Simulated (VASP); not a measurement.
# Ge (Im-3m) in VASP: further runs

The runs below take Ge through relaxation of cell and atoms, single point, with revPBE.

Program: VASP 6.6.1. These are calculated values, not measurements. Logs are shortened: lines on timing, memory, paths and dates and some standing lists are left out, and cuts for length are marked.

## 1. The cell of the first run

The structure is cubic, space group Im-3m (No. 229). Conventional cell: a = 3.376 Å, b = 3.376 Å, c = 3.376 Å, α = 90.00°, β = 90.00°, γ = 90.00°. Within 3.9 Å of Ge (site symmetry m-3m) lie 14 Ge at 2.92 to 3.38 Å.

This isn't the form of Ge at room conditions, which is diamond.

## 2. Relaxation of cell and atoms, revPBE

Contents of INCAR:

```
ALGO = Normal ; EDIFF = 1E-6
EDIFFG = -0.01 ; ENCUT = 600
GGA = RE ; IBRION = 2
ISIF = 3 ; ISMEAR = -1
LASPH = True ; LCHARG = False
LREAL = False ; LWAVE = False
NELM = 100 ; NSW = 80
PREC = Accurate ; SIGMA = 0.1
```

Contents of KPOINTS:

```
k-points
0
Gamma
  13 13 13
```

Contents of POSCAR:

```
Ge
1.0
   -1.6879910177      1.6879910177      1.6879910177
    1.6879910177     -1.6879910177      1.6879910177
    1.6879910177      1.6879910177     -1.6879910177
Ge
1
Direct
    0.0000000000      0.0000000000      0.0000000000
```

Potentials or basis: VASP PAW PBE potentials, release 64 (Ge_d).

Run with:

```
> cat potpaw_PBE.64/Ge_d/POTCAR > POTCAR
> mpirun -np 1 vasp_std > vasp.out
```

OUTCAR:

```text
EDIFF = 1E-6
   EDIFFG = -0.01
   ENCUT = 600
   GGA = RE
   IBRION = 2
   ISIF = 3
   ISMEAR = -1
   LASPH = True
   LREAL = False
   NELM = 100
   NSW = 80
   PREC = Accurate

 ion  position               nearest neighbor table
   1  0.000  0.000  0.000-

  LATTYP: Found a body centered cubic cell.
 ALAT       =     3.3759820354

  Lattice vectors:

 A1 = (  -1.6879910177,   1.6879910177,   1.6879910177)
 A2 = (   1.6879910177,  -1.6879910177,   1.6879910177)
 A3 = (   1.6879910177,   1.6879910177,  -1.6879910177)

Analysis of symmetry for initial positions (statically):
=====================================================================
 Subroutine PRICEL returns:
 Original cell was already a primitive cell.

 Routine SETGRP: Setting up the symmetry group for a
 body centered cubic supercell.

 Subroutine GETGRP returns: Found 48 space group operations
 (whereof 48 operations were pure point group operations)
 out of a pool of 48 trial point group operations.

The static configuration has the point symmetry O_h .

Analysis of symmetry for dynamics (positions and initial velocities):
=====================================================================
 Subroutine PRICEL returns:
 Original cell was already a primitive cell.

 Routine SETGRP: Setting up the symmetry group for a
 body centered cubic supercell.

 Subroutine GETGRP returns: Found 48 space group operations
 (whereof 48 operations were pure point group operations)
 out of a pool of 48 trial point group operations.

The dynamic configuration has the point symmetry O_h .

 Subroutine INISYM returns: Found 48 space group operations
 (whereof 48 operations are pure point group operations),
 and found     1 'primitive' translations

----------------------------------------------------------------------------------------

                                     Primitive cell

  volume of cell :      19.2385

  direct lattice vectors                    reciprocal lattice vectors
    -1.687991018  1.687991018  1.687991018     0.000000000  0.296210107  0.296210107
     1.687991018 -1.687991018  1.687991018     0.296210107  0.000000000  0.296210107
     1.687991018  1.687991018 -1.687991018     0.296210107  0.296210107  0.000000000

  length of vectors
     2.923686205  2.923686205  2.923686205     0.418904351  0.418904351  0.418904351

  position of ions in fractional coordinates (direct lattice)
     0.000000000  0.000000000  0.000000000

  ion indices of the primitive-cell ions
   primitive index   ion index
                 1           1

----------------------------------------------------------------------------------------

 KPOINTS: k-points

Automatic generation of k-mesh.
 Grid dimensions read from file:
 generate k-points for:   13   13   13

 Generating k-lattice:

  Cartesian coordinates                     Fractional coordinates (reciprocal lattice)
     0.000000000  0.022785393  0.022785393     0.076923077  0.000000000  0.000000000
     0.022785393  0.000000000  0.022785393     0.000000000  0.076923077  0.000000000
     0.022785393  0.022785393  0.000000000     0.000000000  0.000000000  0.076923077

  Length of vectors
     0.032223412  0.032223412  0.032223412

  Shift w.r.t. Gamma in fractional coordinates (k-lattice)
     0.000000000  0.000000000  0.000000000

 Subroutine IBZKPT returns following result:
 ===========================================

 Found     84 irreducible k-points:

 Following reciprocal coordinates:
            Coordinates               Weight
  0.000000  0.000000  0.000000      1.000000
  0.076923  0.000000  0.000000     12.000000
  0.153846  0.000000  0.000000     12.000000
  0.230769  0.000000  0.000000     12.000000
  0.307692  0.000000  0.000000     12.000000
  0.384615  0.000000  0.000000     12.000000
[... 16 lines left out ...]
  0.153846  0.076923  0.076923     24.000000
  0.230769  0.076923  0.076923     24.000000
 [... further k-points ...]
   k-points           NKPTS =     84   k-points in BZ     NKDIM =     84   number of bands    NBANDS=     11
   number of dos      NEDOS =    301   number of ions     NIONS =      1
   total plane-waves  NPLWV =  13824
   dimension x,y,z NGX =    24 NGY =   24 NGZ =   24
   dimension x,y,z NGXF=    48 NGYF=   48 NGZF=   48
   ions per type =               1
   NGX,Y,Z   is equivalent  to a cutoff of  13.65, 13.65, 13.65 a.u.
   NGXF,Y,Z  is equivalent  to a cutoff of  27.29, 27.29, 27.29 a.u.
 SYSTEM =  unknown system
   PREC   = accura    normal or accurate (medium, high low for compatibility)
   ISTART =      0    job   : 0-new  1-cont  2-samecut
   ICHARG =      2    charge: 1-file 2-atom 10-const
   ISPIN  =      1    spin polarized calculation?
   LNONCOLLINEAR =      F non collinear calculations
   LSORBIT =      F    spin-orbit coupling
   LASPH  =      T    aspherical Exc in radial PAW
   ENCUT  =  600.0 eV  44.10 Ry    6.64 a.u.   5.84  5.84  5.84*2*pi/ulx,y,z
   NELM   =    100;   NELMIN=  2; NELMDL= -5     # of ELM steps
   EDIFF  = 0.1E-05   stopping-criterion for ELM
   LREAL  =      F    real-space projection
   EDIFFG = -.1E-01   stopping-criterion for IOM
   NSW    =     80    number of steps for IOM
   IBRION =      2    ionic relax: 0-MD 1-quasi-New 2-CG
   NFREE  =      1    steps in history (QN), initial steepest desc. (CG)
   ISIF   =      3    stress and relaxation
   ISYM   =      2    0-nonsym 1-usesym 2-fastsym
   POTIM  = 0.5000    time-step for ionic-motion
   TEBEG  =    0.0;   TEEND  =   0.0 temperature during run
   PSTRESS=    0.0 pullay stress
   NELECT =      14.0000    total number of electrons
   NUPDOWN=      -1.0000    fix difference up-down
   EMIN   =  10.00;   EMAX   =-10.00  energy-range for DOS
   EFERMI =   0.00;   METHOD = LEGACY
   ISMEAR =    -1;   SIGMA  =   0.10  broadening in eV -4-tet -1-fermi 0-gaus
   EFERMI_NEDOS =   21; number of points for ismear=-14 and -15
   IALGO  =     38    algorithm
   IMIX   =      4    mixing-type and parameters
     AMIX     =   0.40;   BMIX     =  1.00
     AMIX_MAG =   1.60;   BMIX_MAG =  1.00
  volume/ion in A,a.u.               =      19.24       129.83
  Fermi-wavevector in a.u.,A,eV,Ry     =   1.472518  2.782656 29.501652  2.168310
  Thomas-Fermi vector in A             =   2.587523
   LORBIT       =      0    0 simple, 1 ext, 2 COOP (PROOUT), +10 PAW based schemes
   GGA     = RE    functional components
   LHFCALC =     F    Hartree Fock is set to
   AEXX    =    0.0000 exact exchange contribution
   IVDW    =     0    specifies the selected vdW correction
   LEPSILON=     F    determine dielectric tensor
   LRPA    =     F    only Hartree local field effects (RPA)
 conjugate gradient relaxation of ions
 non-spin polarized calculation
  energy-cutoff  :      600.00
  volume of cell :       19.24
 maximum number of plane-waves:       658
   NGX = 11   NGY = 11   NGZ = 11

--------------------------------------- Ionic step        1  -------------------------------------------

 number of electron      13.9999995 magnetization

 Free energy of the ion-electron system (eV)
  ---------------------------------------------------
  ext. energy  EPLUGINS =         0.00000000
  ---------------------------------------------------
  free energy    TOTEN  =        -3.88105136 eV

  energy without entropy =       -3.86129591  energy(sigma->0) =       -3.87117363

------------------------ aborting loop because EDIFF is reached ----------------------------------------

  FORCE on cell =-STRESS in cart. coord.  units (eV):
  Direction    XX          YY          ZZ          XY          YZ          ZX
  --------------------------------------------------------------------------------------
  -------------------------------------------------------------------------------------
  Total        0.1694359      0.1694359      0.1694359      0.0000000     -0.0000000      0.0000000
  in kB       14.1106061     14.1106061     14.1106061      0.0000000     -0.0000000      0.0000000
  external PRESSURE =      14.1106061 kB  Pullay stress =       0.0000000 kB
[... 90 lines left out ...]
  energy  without entropy=       -3.8636398428  energy(sigma->0) =       -3.87341831

--------------------------------------- Ionic step        4  -------------------------------------------

 number of electron      13.9999989 magnetization

 Free energy of the ion-electron system (eV)
  ---------------------------------------------------
  ext. energy  EPLUGINS =         0.00000000
  ---------------------------------------------------
  free energy    TOTEN  =        -3.88321748 eV

  energy without entropy =       -3.86364904  energy(sigma->0) =       -3.87343326

 E-fermi :   6.3650     XC(G=0): -11.0019

 val. band max:        6.3394582855   @ k =   0.3077   0.1538   0.1538
 cond. band min:       6.3698433100   @ k =  -0.4615   0.4615   0.3846
 fundamental gap:      0.0303850245
 Fermi energy:         6.3650202610

 k-point     1 :       0.0000    0.0000    0.0000
  band No.  band energies     occupation
      1     -18.3946      2.00000
      2     -18.3946      2.00000
      3     -18.3946      2.00000
      4     -18.3199      2.00000
      5     -18.3199      2.00000
      6      -6.3910      2.00000
      7      15.1430      0.00000
      8      15.1430      0.00000
      9      15.1430      0.00000
     10      20.9646      0.00000
     11      20.9646      0.00000
[... 309 lines left out ...]
 k-point    24 :       0.2308    0.0769    0.0769
  band No.  band energies     occupation
      1     -18.4073      2.00000
      2     -18.3845      2.00000
      3     -18.3288      2.00000
      4     -18.3226      2.00000
      5     -18.3113      2.00000
      6      -3.6989      2.00000
      7       6.2304      1.58714
      8       9.9008      0.00000
      9      11.3538      0.00000
     10      18.7465      0.00000
     11      19.1220      0.00000

 [... further k-points ...]
[... 5 lines left out ...]
  --------------------------------------------------------------------------------------
  -------------------------------------------------------------------------------------
  Total       -0.0099764     -0.0099764     -0.0099764     -0.0000000     -0.0000000      0.0000000
  in kB       -0.8099288     -0.8099288     -0.8099288     -0.0000000     -0.0000000      0.0000000
  external PRESSURE =      -0.8099288 kB  Pullay stress =       0.0000000 kB
[... 16 lines left out ...]
  FREE ENERGIE OF THE ION-ELECTRON SYSTEM (eV)
  ---------------------------------------------------
  free  energy   TOTEN  =        -3.8832174837 eV

  energy  without entropy=       -3.8636490389  energy(sigma->0) =       -3.87343326

 reached required accuracy - stopping structural energy minimisation
```

It took 38 s on 1 thread of Intel Xeon 8259CL, shared host; peak memory 0.15 GiB.

Results:

* Free energy: -3.8832 eV
* Relaxed volume: 19.74 Å³/atom
* Relaxed cell: a = 2.949 Å, b = 2.949 Å, c = 2.949 Å, α = 109.47°, β = 109.47°, γ = 109.47°
* Space group after relaxing (to 0.1 Å): Im-3m (No. 229)
* Energy gained by relaxing: 2.2 meV/atom
* Ionic steps: 4
* Pressure after relaxing: -0.1 GPa
* Band gap on the k mesh: zero (bands 7 and 8 overlap by 11.48 eV)

Step by step:
| step | energy change (eV) | largest force (eV/Å) | pressure (GPa) | volume (Å³) |
| --- | --- | --- | --- | --- |
| 1 | 0.0000 | 0.0000 | 1.41 | 19.24 |
| 2 | -0.0022 | 0.0000 | 0.11 | 19.71 |
| 3 | -0.0021 | 0.0000 | -0.16 | 19.76 |
| 4 | -0.0022 | 0.0000 | -0.08 | 19.74 |

Final structure:
```xyz
1
Lattice="-1.7024 1.7024 1.7024 1.7024 -1.7024 1.7024 1.7024 1.7024 -1.7024" Properties=species:S:1:pos:R:3 pbc="T T T"
Ge    0.0000    0.0000    0.0000
```

Caveat: the PAW data sets were made with another functional, which shifts forces and pressure a little.

## 3. Single point, revPBE

This run uses another cell than the first one, of 19.69 Å³/atom.

Contents of INCAR:

```
PREC = Accurate ; ENCUT = 520
EDIFF = 1E-6 ; ISMEAR = -1
SIGMA = 0.1 ; LREAL = False
LASPH = True ; NELM = 80
ALGO = Normal ; ISIF = 2
LWAVE = False ; LCHARG = False
GGA = RE ; NBANDS = 13
```

Contents of KPOINTS:

```
Automatic mesh
0
Gamma
  21 21 21
```

Contents of POSCAR:

```
Ge
1.0
   -1.7011250396      1.7011250396      1.7011250396
    1.7011250396     -1.7011250396      1.7011250396
    1.7011250396      1.7011250396     -1.7011250396
Ge
1
Direct
    0.0000000000      0.0000000000      0.0000000000
```

Potentials or basis: VASP PAW PBE potentials, release 64 (Ge_d).

Run with:

```
> cat potpaw_PBE.64/Ge_d/POTCAR > POTCAR
> mpirun -np 1 vasp_std > vasp.out
```

OUTCAR:

```text
PREC = Accurate
   ENCUT = 520
   EDIFF = 1E-6
   ISMEAR = -1
   LREAL = False
   LASPH = True
   NELM = 80
   ISIF = 2
   GGA = RE

 ion  position               nearest neighbor table
   1  0.000  0.000  0.000-

  LATTYP: Found a body centered cubic cell.
 ALAT       =     3.4022500792

  Lattice vectors:

 A1 = (  -1.7011250396,   1.7011250396,   1.7011250396)
 A2 = (   1.7011250396,  -1.7011250396,   1.7011250396)
 A3 = (   1.7011250396,   1.7011250396,  -1.7011250396)

Analysis of symmetry for initial positions (statically):
=====================================================================
 Subroutine PRICEL returns:
 Original cell was already a primitive cell.

 Routine SETGRP: Setting up the symmetry group for a
 body centered cubic supercell.

 Subroutine GETGRP returns: Found 48 space group operations
 (whereof 48 operations were pure point group operations)
 out of a pool of 48 trial point group operations.

The static configuration has the point symmetry O_h .

Analysis of symmetry for dynamics (positions and initial velocities):
[... 157 lines left out ...]
 E-fermi :   6.4008     XC(G=0): -11.0135

 val. band max:        6.3946894090   @ k =  -0.4286  -0.4762   0.1905
 cond. band min:       6.4454275880   @ k =   0.2857   0.1905   0.1905
 fundamental gap:      0.0507381791
 Fermi energy:         6.4008269292

 k-point     1 :       0.0000    0.0000    0.0000
  band No.  band energies     occupation
      1     -18.3761      2.00000
      2     -18.3761      2.00000
      3     -18.3761      2.00000
      4     -18.3009      2.00000
      5     -18.3009      2.00000
      6      -6.3866      2.00000
      7      15.1872      0.00000
      8      15.1872      0.00000
      9      15.1872      0.00000
     10      21.0037      0.00000
     11      21.0037      0.00000
     12      21.0037      0.00000
     13      23.1134      0.00000
[... 354 lines left out ...]
  band No.  band energies     occupation
      1     -18.3845      2.00000
      2     -18.3654      2.00000
      3     -18.3171      2.00000
      4     -18.3116      2.00000
      5     -18.3024      2.00000
      6      -4.7697      2.00000
      7       8.5421      0.00000
      8      11.2666      0.00000
      9      13.3235      0.00000
     10      17.7572      0.00000
     11      18.8236      0.00000
     12      21.3746      0.00000
     13      24.7026      0.00000

 [... further k-points ...]
[... 5 lines left out ...]
  --------------------------------------------------------------------------------------
  -------------------------------------------------------------------------------------
  Total       -0.0300109     -0.0300109     -0.0300109     -0.0000000     -0.0000000      0.0000000
  in kB       -2.4418595     -2.4418595     -2.4418595     -0.0000000     -0.0000000      0.0000000
  external PRESSURE =      -2.4418595 kB  Pullay stress =       0.0000000 kB

 VOLUME and BASIS-vectors are now :
 -----------------------------------------------------------------------------
  energy-cutoff  :      520.00
  volume of cell :       19.69
      direct lattice vectors                 reciprocal lattice vectors
    -1.701125040  1.701125040  1.701125040     0.000000000  0.293923132  0.293923132
     1.701125040 -1.701125040  1.701125040     0.293923132  0.000000000  0.293923132
     1.701125040  1.701125040 -1.701125040     0.293923132  0.293923132  0.000000000

 POSITION                                       TOTAL-FORCE (eV/Angst)
 -----------------------------------------------------------------------------------
      0.00000      0.00000      0.00000        -0.000000     -0.000000      0.000000
 -----------------------------------------------------------------------------------
    total drift:                                0.000000      0.000000      0.000000

  FREE ENERGIE OF THE ION-ELECTRON SYSTEM (eV)
  ---------------------------------------------------
  free  energy   TOTEN  =        -3.8835503694 eV

  energy  without entropy=       -3.8668960174  energy(sigma->0) =       -3.87522319
```

Wall time 48 s (1 thread of Intel Xeon 8259CL, shared host); peak memory 0.19 GiB.

Results:

| Property | Result |
| --- | --- |
| Free energy | -3.8836 eV |
| Pressure | -0.2 GPa |
| Band gap on the k mesh | zero (bands 7 and 8 overlap by 11.64 eV) |

Caveat: the PAW data sets were made with another functional, which shifts forces and pressure a little.
